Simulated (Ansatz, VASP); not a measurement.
Given: the input of a run of Ansatz 0.2.0 on MgGe2.

File input.yaml:

```yaml
crystal:
  lattice:
    - [5.4087700055, -1.8120834449, 0.0]
    - [5.4087700055, 1.8120834449, 0.0]
    - [-3.1519407531, 0.0, 5.8851319547]
  atoms:
    - { symbol: Ge, position: [0.529234, 0.529234, 0.293621] }
    - { symbol: Ge, position: [0.470766, 0.470766, 0.706379] }
    - { symbol: Ge, position: [0.88039, 0.88039, 0.98544] }
    - { symbol: Ge, position: [0.11961, 0.11961, 0.01456] }
    - { symbol: Mg, position: [0.815286, 0.815286, 0.349253] }
    - { symbol: Mg, position: [0.184714, 0.184714, 0.650747] }
hamiltonian:
  xc: pbe
  pseudopotentials: { kind: paw }
kpoints:
  mp_grid: { grid: [8, 8, 5] }
scf:
  occupations: { method: fermi_dirac, width: 0.05 }
output:
  forces: true
  stress: true
  eigenvalues: true
```

Potentials or basis: Ansatz PAW.

The run is started by

```sh
$ ansatz run input.yaml --threads 2 --pin off --max-ram 5120MiB --backend cpu --events-out ev --progress --plain --runs-dir out
```

Translate it to VASP 6.6.1. Potentials there: VASP PAW PBE potentials, release 64 (Ge_d, Mg).

As run (the cutoff follows the program's own potentials):

The input INCAR:

```
SYSTEM = MgGe2
PREC = Accurate
ENCUT = 520
EDIFF = 1E-6
ISMEAR = -1
SIGMA = 0.05
LREAL = .FALSE.
LASPH = .TRUE.
NELM = 100
ALGO = Normal
ISIF = 2
LWAVE = .FALSE.
LCHARG = .FALSE.
GGA = PE
NBANDS = 39
```

The input KPOINTS:

```
Automatic mesh
0
G
  8 8 5
  0 0 0
```

File POSCAR:

```
MgGe2
1.0
    5.4087700055     -1.8120834449      0.0000000000
    5.4087700055      1.8120834449      0.0000000000
   -3.1519407531      0.0000000000      5.8851319547
Ge Mg
4 2
Direct
    0.5292340000      0.5292340000      0.2936210000
    0.4707660000      0.4707660000      0.7063790000
    0.8803900000      0.8803900000      0.9854400000
    0.1196100000      0.1196100000      0.0145600000
    0.8152860000      0.8152860000      0.3492530000
    0.1847140000      0.1847140000      0.6507470000
```

Potentials or basis: VASP PAW PBE potentials, release 64 (Ge_d, Mg).

Run with:

```console
$ cat potpaw_PBE.64/Ge_d/POTCAR potpaw_PBE.64/Mg/POTCAR > POTCAR
$ mpirun -np 1 vasp_std > vasp.out
```

Both were run:

|  | VASP | Ansatz | Ansatz less VASP |
| --- | --- | --- | --- |
| gap on the k mesh at the Fermi level (eV) | none | none | - |
| pressure (GPa) | 3.3 | 3.4 | +0.08 |
| traceless stress, the component that is largest in VASP (GPa) | 0.53 | 0.52 | -0.009 |
| rms of the force components (eV/Å) | 0.128 | 0.121 | -0.0062 |

Atom by atom the forces differ by 0.007 eV/Å (rms over components). A gap of «none» marks a metal or a gap that the smearing closes. The functional is the same, so the differences come from potentials, cutoffs and numerics. VASP's potentials hold 60 valence electrons a cell and Ansatz's 76, so a difference there can come from the potentials and not from the codes.
